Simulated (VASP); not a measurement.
# SnPdS4 (Cmmm) in VASP: a series of runs

The runs below take SnPdS4 through single point, with PBE.

Program: VASP 6.6.1. These are calculated values, not measurements. Logs are shortened: lines on timing, memory, paths and dates and some standing lists are left out, and cuts for length are marked.

### 1 The cell of the first run

The structure is orthorhombic, space group Cmmm (No. 65). Conventional cell: a = 9.009 Å, b = 9.013 Å, c = 3.995 Å, α = 90.00°, β = 90.00°, γ = 90.00°. Sn (site symmetry mmm) has 6 S at 2.73 to 2.77 Å within 3.6 Å. Pd (site symmetry mmm) has 6 S at 2.64 Å within 3.5 Å. Within 3.5 Å of S (site symmetry 2mm) lie 1 Pd at 2.64 Å and 2 Sn at 2.73 Å. Within 3.5 Å of S (site symmetry m2m) lie 2 Pd at 2.64 Å and 1 Sn at 2.77 Å and 1 S at 3.47 Å.

The cell was generated, and may not be a known phase.

### 2 Single point, PBE

Input file INCAR:

```
PREC     = Accurate       # precision mode
ENCUT    = 500            # plane-wave cutoff, eV
EDIFF    = 1E-6           # SCF threshold, eV
ISMEAR   = 0              # smearing method
SIGMA    = 0.1            # smearing width, eV
LREAL    = F              # projectors in reciprocal space
LASPH    = T              # aspherical terms in the spheres
NELM     = 120            # most SCF steps
ALGO     = Normal         # electronic algorithm
ISIF     = 2              # what is computed and relaxed
LWAVE    = F              # write WAVECAR
LCHARG   = F              # write CHGCAR
GGA      = PE             # functional
NBANDS   = 33             # bands
GGA_COMPAT= F
```

Input file KPOINTS:

```
Automatic mesh
0
Gamma
  4 4 4
```

Input file POSCAR:

```
SnPdS4
1.0
    4.5046874100     -4.5062730600      0.0000000000
    4.5046874100      4.5062730600      0.0000000000
    0.0000000000      0.0000000000      3.9951987000
Sn Pd S
1 1 4
Direct
    0.0000000000      0.0000000000      0.0000000000
    0.5000000000      0.5000000000      0.5000000000
    0.2073010100      0.2073010100      0.5000000000
    0.6922420100      0.3077579900      0.0000000000
    0.3077579900      0.6922420100      0.0000000000
    0.7926989900      0.7926989900      0.5000000000
```

Potentials or basis: VASP PAW PBE potentials, release 64 (Sn_d, Pd, S).

Started as:

```sh
$ cat potpaw_PBE.64/Sn_d/POTCAR potpaw_PBE.64/Pd/POTCAR potpaw_PBE.64/S/POTCAR > POTCAR
$ mpirun -np 1 vasp_std > vasp.out
```

OUTCAR:

```text
PREC = Accurate
   ENCUT = 500
   EDIFF = 1E-6
   ISMEAR = 0
   LREAL = F
   LASPH = T
   NELM = 120
   ISIF = 2
   GGA = PE

 ion  position               nearest neighbor table
   1  0.000  0.000  0.000-   3 2.73   6 2.73   3 2.73   6 2.73   5 2.77   4 2.77
   2  0.500  0.500  0.500-   3 2.64   6 2.64   5 2.64   4 2.64   4 2.64   5 2.64
   3  0.207  0.207  0.500-   2 2.64   1 2.73   1 2.73
   4  0.692  0.308  0.000-   2 2.64   2 2.64   1 2.77
   5  0.308  0.692  0.000-   2 2.64   2 2.64   1 2.77
   6  0.793  0.793  0.500-   2 2.64   1 2.73   1 2.73

  LATTYP: Found a base centered orthorhombic cell.
 ALAT       =     9.0093748200
 B/A-ratio  =     1.0003520000
 C/A-ratio  =     0.4434490494

  Lattice vectors:

 A1 = (   4.5046874100,  -4.5062730600,   0.0000000000)
 A2 = (   4.5046874100,   4.5062730600,   0.0000000000)
 A3 = (   0.0000000000,   0.0000000000,   3.9951987000)

Analysis of symmetry for initial positions (statically):
=====================================================================
 Subroutine PRICEL returns:
 Original cell was already a primitive cell.

 Routine SETGRP: Setting up the symmetry group for a
 base centered orthorhombic supercell.

 Subroutine GETGRP returns: Found  8 space group operations
 (whereof  8 operations were pure point group operations)
 out of a pool of  8 trial point group operations.

The static configuration has the point symmetry D_2h.

Analysis of symmetry for dynamics (positions and initial velocities):
=====================================================================
 Subroutine PRICEL returns:
 Original cell was already a primitive cell.

 Routine SETGRP: Setting up the symmetry group for a
 base centered orthorhombic supercell.

 Subroutine GETGRP returns: Found  8 space group operations
 (whereof  8 operations were pure point group operations)
 out of a pool of  8 trial point group operations.

The dynamic configuration has the point symmetry D_2h.

 Subroutine INISYM returns: Found  8 space group operations
 (whereof  8 operations are pure point group operations),
 and found     1 'primitive' translations

----------------------------------------------------------------------------------------

                                     Primitive cell

  volume of cell :     162.1999

  direct lattice vectors                    reciprocal lattice vectors
     4.504687410 -4.506273060  0.000000000     0.110995493 -0.110956436  0.000000000
     4.504687410  4.506273060  0.000000000     0.110995493  0.110956436  0.000000000
     0.000000000  0.000000000  3.995198700     0.000000000  0.000000000  0.250300442

  length of vectors
     6.371711352  6.371711352  3.995198700     0.156943717  0.156943717  0.250300442

  position of ions in fractional coordinates (direct lattice)
     0.000000000  0.000000000  0.000000000
     0.500000000  0.500000000  0.500000000
     0.207301010  0.207301010  0.500000000
     0.692242010  0.307757990  0.000000000
     0.307757990  0.692242010  0.000000000
     0.792698990  0.792698990  0.500000000

  ion indices of the primitive-cell ions
   primitive index   ion index
                 1           1
                 2           2
                 3           3
                 4           4
                 5           5
                 6           6

----------------------------------------------------------------------------------------

 KPOINTS: Automatic mesh

Automatic generation of k-mesh.
 Grid dimensions read from file:
 generate k-points for:    4    4    4

 Generating k-lattice:

  Cartesian coordinates                     Fractional coordinates (reciprocal lattice)
     0.027748873 -0.027739109  0.000000000     0.250000000  0.000000000  0.000000000
     0.027748873  0.027739109  0.000000000     0.000000000  0.250000000  0.000000000
     0.000000000  0.000000000  0.062575110     0.000000000  0.000000000  0.250000000

  Length of vectors
     0.039235929  0.039235929  0.062575110

  Shift w.r.t. Gamma in fractional coordinates (k-lattice)
     0.000000000  0.000000000  0.000000000

 Subroutine IBZKPT returns following result:
 ===========================================

 Found     21 irreducible k-points:

 Following reciprocal coordinates:
            Coordinates               Weight
  0.000000  0.000000  0.000000      1.000000
  0.250000  0.000000  0.000000      4.000000
  0.500000  0.000000  0.000000      2.000000
  0.250000  0.250000  0.000000      2.000000
  0.500000  0.250000  0.000000      4.000000
 -0.250000  0.250000  0.000000      2.000000
[... 13 lines left out ...]
 -0.250000  0.250000  0.500000      2.000000
  0.500000  0.500000  0.500000      1.000000
   k-points           NKPTS =     21   k-points in BZ     NKDIM =     21   number of bands    NBANDS=     33
   number of dos      NEDOS =    301   number of ions     NIONS =      6
   total plane-waves  NPLWV =  69120
   dimension x,y,z NGX =    48 NGY =   48 NGZ =   30
[... 36 lines left out ...]
  Fermi-wavevector in a.u.,A,eV,Ry     =   1.090951  2.061598 16.193288  1.190173
  Thomas-Fermi vector in A             =   2.227186
   LORBIT       =      0    0 simple, 1 ext, 2 COOP (PROOUT), +10 PAW based schemes
   GGA     = PE    functional components
   LHFCALC =     F    Hartree Fock is set to
   AEXX    =    0.0000 exact exchange contribution
   IVDW    =     0    specifies the selected vdW correction
   LEPSILON=     F    determine dielectric tensor
   LRPA    =     F    only Hartree local field effects (RPA)
 non-spin polarized calculation
 Gauss-broadening in eV      SIGMA  =   0.10
  energy-cutoff  :      500.00
  volume of cell :      162.20
 maximum number of plane-waves:      4132
 NGX is ok and might be reduce to    48
   NGX = 23   NGY = 23   NGZ = 15

 number of electron      48.0000007 magnetization

 Free energy of the ion-electron system (eV)
  ---------------------------------------------------
  ext. energy  EPLUGINS =         0.00000000
  ---------------------------------------------------
  free energy    TOTEN  =       -24.08444935 eV

  energy without entropy =      -24.03937484  energy(sigma->0) =      -24.06191210

 E-fermi :   2.3239     XC(G=0):  -8.7809

 val. band max:        2.3218213762   @ k =   0.0000   0.0000   0.2500
 cond. band min:       2.3515132574   @ k =  -0.2500   0.2500   0.5000
 fundamental gap:      0.0296918812
 Fermi energy:         2.3238940335

 k-point     1 :       0.0000    0.0000    0.0000
  band No.  band energies     occupation
      1     -18.9345      2.00000
      2     -18.8868      2.00000
      3     -18.8788      2.00000
      4     -18.8782      2.00000
      5     -18.8770      2.00000
      6     -10.1521      2.00000
[... 25 lines left out ...]
     32       8.7818      0.00000
     33       9.2121      0.00000

 k-point     2 :       0.2500    0.0000    0.0000
  band No.  band energies     occupation
      1     -18.9345      2.00000
      2     -18.8868      2.00000
      3     -18.8788      2.00000
      4     -18.8782      2.00000
      5     -18.8770      2.00000
      6     -10.0486      2.00000
[... 25 lines left out ...]
     32       8.9993      0.00000
     33       9.3999      0.00000

 k-point     3 :       0.5000    0.0000    0.0000
  band No.  band energies     occupation
      1     -18.9345      2.00000
      2     -18.8868      2.00000
      3     -18.8788      2.00000
      4     -18.8782      2.00000
      5     -18.8769      2.00000
      6      -9.8658      2.00000
[... 25 lines left out ...]
     32       8.9497      0.00000
     33       9.2627      0.00000

 k-point     4 :       0.2500    0.2500    0.0000
  band No.  band energies     occupation
      1     -18.9345      2.00000
      2     -18.8868      2.00000
      3     -18.8788      2.00000
      4     -18.8782      2.00000
      5     -18.8769      2.00000
      6      -9.9591      2.00000
[... 565 lines left out ...]
     32       9.6811      0.00000
     33       9.9238      0.00000

 k-point    20 :      -0.2500    0.2500    0.5000
  band No.  band energies     occupation
      1     -18.9173      2.00000
      2     -18.9126      2.00000
      3     -18.8859      2.00000
      4     -18.8759      2.00000
      5     -18.8593      2.00000
      6      -9.2601      2.00000
[... 25 lines left out ...]
     32      10.0337      0.00000
     33      10.2511      0.00000

 k-point    21 :       0.5000    0.5000    0.5000
  band No.  band energies     occupation
      1     -18.9173      2.00000
      2     -18.9126      2.00000
      3     -18.8859      2.00000
      4     -18.8759      2.00000
      5     -18.8593      2.00000
      6      -9.2370      2.00000
[... 25 lines left out ...]
     32       9.3007      0.00000
     33      10.0691      0.00000

------------------------ aborting loop because EDIFF is reached ----------------------------------------

  FORCE on cell =-STRESS in cart. coord.  units (eV):
  Direction    XX          YY          ZZ          XY          YZ          ZX
  --------------------------------------------------------------------------------------
  -------------------------------------------------------------------------------------
  Total      -10.5236776     -9.6850468    -10.5242495      0.0000000      0.0000000      0.0000000
  in kB     -103.9507370    -95.6669140   -103.9563864      0.0000000      0.0000000      0.0000000
  external PRESSURE =    -101.1913458 kB  Pullay stress =       0.0000000 kB

 VOLUME and BASIS-vectors are now :
 -----------------------------------------------------------------------------
  energy-cutoff  :      500.00
  volume of cell :      162.20
      direct lattice vectors                 reciprocal lattice vectors
     4.504687410 -4.506273060  0.000000000     0.110995493 -0.110956436  0.000000000
     4.504687410  4.506273060  0.000000000     0.110995493  0.110956436  0.000000000
     0.000000000  0.000000000  3.995198700     0.000000000  0.000000000  0.250300442

 POSITION                                       TOTAL-FORCE (eV/Angst)
 -----------------------------------------------------------------------------------
      0.00000      0.00000      0.00000         0.000000      0.000000     -0.000000
      4.50469      0.00000      1.99760         0.000000      0.000000     -0.000000
      1.86765      0.00000      1.99760        -0.432379      0.000000     -0.000000
      4.50469     -1.73259      0.00000         0.000000      1.147937     -0.000000
      4.50469      1.73259      0.00000         0.000000     -1.147937      0.000000
      7.14172      0.00000      1.99760         0.432379      0.000000     -0.000000
 -----------------------------------------------------------------------------------
    total drift:                               -0.000000     -0.000000      0.000000

  FREE ENERGIE OF THE ION-ELECTRON SYSTEM (eV)
  ---------------------------------------------------
  free  energy   TOTEN  =       -24.0844493542 eV

  energy  without entropy=      -24.0393748366  energy(sigma->0) =      -24.06191210
```

Wall time 2 min (1 thread of Oxide Virtual Turin-like, shared host); peak memory 0.27 GiB.

Results:

```
Free energy            : -24.0844 eV
Pressure               : -10.1 GPa
Largest force          : 1.148 eV/Å
Band gap on the k mesh : zero (bands 24 and 25 overlap by 0.34 eV)
```

Forces in eV/Å, atoms in the order of the input:
```
Sn   0.000  0.000  0.000
Pd   0.000  0.000  0.000
S   -0.432  0.000  0.000
S    0.000  1.148  0.000
S    0.000 -1.148  0.000
S    0.432  0.000  0.000
```

Caveat: the k points lie up to 0.39 Å⁻¹ apart; spin-orbit coupling is left out, which moves the levels of the heavy elements; forces of over 1 eV/Å act on the atoms, so gaps and moduli don't describe the material at rest.

### 3 Single point, PBE

This run uses another cell than the first one, of 21.54 Å³/atom.

Input file INCAR:

```
SYSTEM = SnPdS4
PREC = Accurate ; ENCUT = 500
EDIFF = 1E-6 ; ISMEAR = 0
SIGMA = 0.1 ; LREAL = .False.
LASPH = .True. ; NELM = 120
ALGO = Normal ; ISIF = 2
LWAVE = .False. ; LCHARG = .True.
GGA = PE ; LELF = .True.
LVHAR = .True. ; NBANDS = 33
GGA_COMPAT = .False.
```

Input file KPOINTS:

```
Automatic mesh
0
Gamma
  8 8 10
  0 0 0
```

Input file POSCAR:

```
SnPdS4
1.0
    4.0846358337     -4.1048791892      0.0000000000
    4.0846358337      4.1048791892      0.0000000000
    0.0000000000      0.0000000000      3.8535967262
Sn Pd S
1 1 4
Direct
    0.0000000000      0.0000000000      0.0000000000
    0.5000000000      0.5000000000      0.5000000000
    0.7977518084      0.2022481916      0.5000000000
    0.6769214168      0.6769214168      0.0000000000
    0.3230785832      0.3230785832      0.0000000000
    0.2022481916      0.7977518084      0.5000000000
```

Potentials or basis: VASP PAW PBE potentials, release 64 (Sn_d, Pd, S).

Started as:

```sh
$ cat potpaw_PBE.64/Sn_d/POTCAR potpaw_PBE.64/Pd/POTCAR potpaw_PBE.64/S/POTCAR > POTCAR
$ mpirun -np 1 vasp_std > vasp.out
```

It took 9 min on 1 thread of Oxide Virtual Turin-like, shared host; peak memory 0.51 GiB.

Results (log left out):

| Property | Result |
| --- | --- |
| Free energy | -25.6230 eV |
| Pressure | -0.2 GPa |
| Largest force | 0.024 eV/Å |
| Band gap on the k mesh | zero (bands 24 and 25 overlap by 0.57 eV) |

Forces on the atoms (eV/Å):
```
Sn   0.000  0.000  0.000
Pd   0.000  0.000  0.000
S    0.000  0.005  0.000
S   -0.024  0.000  0.000
S    0.024  0.000  0.000
S    0.000 -0.005  0.000
```

Levels at points of the mesh, in eV from the Fermi level:
```tsv
k point	band 22	band 23	band 24	band 25	band 26	band 27
(0.00, 0.00, 0.00)	-0.24	0.02	0.08	0.48	1.06	1.86
(0.50, 0.00, 0.00)	-0.89	-0.38	-0.20	1.07	1.87	1.92
(0.50, 0.50, 0.00)	-1.09	-0.88	-0.71	0.11	1.74	2.23
(0.00, 0.00, 0.50)	-1.14	-0.87	-0.43	-0.10	-0.09	1.60
(0.50, 0.00, 0.50)	-0.74	-0.72	-0.49	0.78	1.75	3.03
(0.50, 0.50, 0.50)	-0.46	-0.33	-0.19	0.03	0.31	1.20
```

Caveat: spin-orbit coupling is left out, which moves the levels of the heavy elements.

### 4 Single point, PBE, collinear spin

Input file INCAR:

```
SYSTEM = SnPdS4
PREC = Accurate ; ENCUT = 500
EDIFF = 1E-6 ; ISMEAR = 0
SIGMA = 0.1 ; LREAL = .False.
LASPH = .True. ; NELM = 200
ALGO = Normal ; ISIF = 2
LWAVE = .False. ; LCHARG = .True.
ISPIN = 2 ; MAGMOM = 0 1 0 0 0 0
LORBIT = 11 ; LMAXMIX = 4
GGA = PE ; LELF = .True.
LVHAR = .True. ; NBANDS = 37
GGA_COMPAT = .False.
```

Input file KPOINTS:

```
regular mesh
0
Gamma
  4 4 4
  0 0 0
```

Input file POSCAR:

```
SnPdS4
1.0
    4.5046874100     -4.5062730600      0.0000000000
    4.5046874100      4.5062730600      0.0000000000
    0.0000000000      0.0000000000      3.9951987000
Sn Pd S
1 1 4
Direct
    0.0000000000      0.0000000000      0.0000000000
    0.5000000000      0.5000000000      0.5000000000
    0.2073010100      0.2073010100      0.5000000000
    0.6922420100      0.3077579900      0.0000000000
    0.3077579900      0.6922420100      0.0000000000
    0.7926989900      0.7926989900      0.5000000000
```

Started as:

```sh
$ cat potpaw_PBE.64/Sn_d/POTCAR potpaw_PBE.64/Pd/POTCAR potpaw_PBE.64/S/POTCAR > POTCAR
$ mpirun -np 1 vasp_std > vasp.out
```

Wall time 5 min (1 thread of Oxide Virtual Turin-like, shared host); peak memory 0.37 GiB.

It converged, with:

* Free energy: -24.1160 eV
* Pressure: -9.8 GPa
* Largest force: 1.111 eV/Å
* Net moment: 1.16 μB per cell
* Site moments: Sn -0.01; Pd +0.08; S +0.11, +0.23 (each value once) μB
* Valence electrons inside the program's atomic spheres: Sn 11.97; Pd 8.99; S 3.58, 3.55 (each value once)

Forces on the atoms (eV/Å):
```
Sn   0.000  0.000  0.000
Pd   0.000  0.000  0.000
S   -0.393  0.000  0.000
S    0.000  1.111  0.000
S    0.000 -1.111  0.000
S    0.393  0.000  0.000
```

Stress tensor (GPa, compression positive):
```
-10.09   0.00   0.00
  0.00  -9.20   0.00
  0.00   0.00 -10.07
```

Levels at points of the mesh, in eV from the Fermi level:
Spin up:
```csv
k point,band 22,band 23,band 24,band 25,band 26,band 27,band 28,band 29
"(0.00, 0.00, 0.00)",-0.48,-0.46,-0.23,0.08,0.79,1.10,3.41,4.54
"(0.50, 0.00, 0.00)",-0.65,-0.59,-0.35,0.53,1.06,1.11,3.55,4.37
"(0.50, 0.50, 0.00)",-1.03,-0.80,-0.58,-0.21,1.05,1.95,4.12,5.09
"(0.00, 0.00, 0.50)",-0.84,-0.63,-0.61,-0.38,-0.29,1.09,5.23,5.37
"(0.50, 0.00, 0.50)",-0.70,-0.60,-0.59,0.20,0.99,1.84,3.82,4.64
"(0.50, 0.50, 0.50)",-0.46,-0.38,-0.32,-0.25,0.07,0.45,3.71,5.06
```
Spin down:
```csv
k point,band 20,band 21,band 22,band 23,band 24,band 25,band 26,band 27
"(0.00, 0.00, 0.00)",-0.57,-0.47,-0.39,0.03,0.06,0.61,0.88,1.21
"(0.50, 0.00, 0.00)",-1.11,-0.74,-0.49,-0.19,0.05,0.74,1.21,1.23
"(0.50, 0.50, 0.00)",-0.99,-0.96,-0.80,-0.50,-0.42,0.26,1.17,2.04
"(0.00, 0.00, 0.50)",-1.42,-0.67,-0.58,-0.55,-0.39,-0.19,0.16,1.18
"(0.50, 0.00, 0.50)",-1.84,-0.48,-0.33,-0.25,-0.17,0.39,1.10,1.97
"(0.50, 0.50, 0.50)",-1.36,-0.15,-0.14,-0.13,-0.06,0.10,0.15,0.52
```

Caveat: the k points lie up to 0.39 Å⁻¹ apart; a moment this small can come from the mesh or the smearing; spin-orbit coupling is left out, which moves the levels of the heavy elements; forces of over 1 eV/Å act on the atoms, so gaps and moduli don't describe the material at rest.

### 5 The runs side by side

| spin | cell | k mesh | gap on the mesh (eV) | pressure (GPa) | largest force (eV/Å) |
| --- | --- | --- | --- | --- | --- |
| off | a = 6.372, b = 6.372, c = 3.995 Å, 6 atoms, atomic positions A | 4 × 4 × 4 | none | -10.1 | 1.15 |
| off | a = 5.791, b = 5.791, c = 3.854 Å, angles 90.0, 90.0, 90.3°, 6 atoms, atomic positions B | 8 × 8 × 10 | none | -0.2 | 0.02 |
| collinear | a = 6.372, b = 6.372, c = 3.995 Å, 6 atoms, atomic positions A | 4 × 4 × 4 | none | -9.8 | 1.11 |

Alike in all rows: task single point; level PBE; potentials or basis VASP PAW PBE potentials, release 64 (Sn_d, Pd, S); cutoff (eV) 500; smearing gaussian 0.1 eV.

Caveats: some runs use coarse meshes; spin-orbit coupling is left out, which moves the levels of the heavy elements; forces of over 1 eV/Å act on the atoms, so gaps and moduli don't describe the material at rest (at least some runs); a moment this small can come from the mesh or the smearing (at least some runs).

Absolute energies hang on the potentials; compare differences alone.

The gap in the log of VASP goes by the Fermi energy; the results here count the filled bands.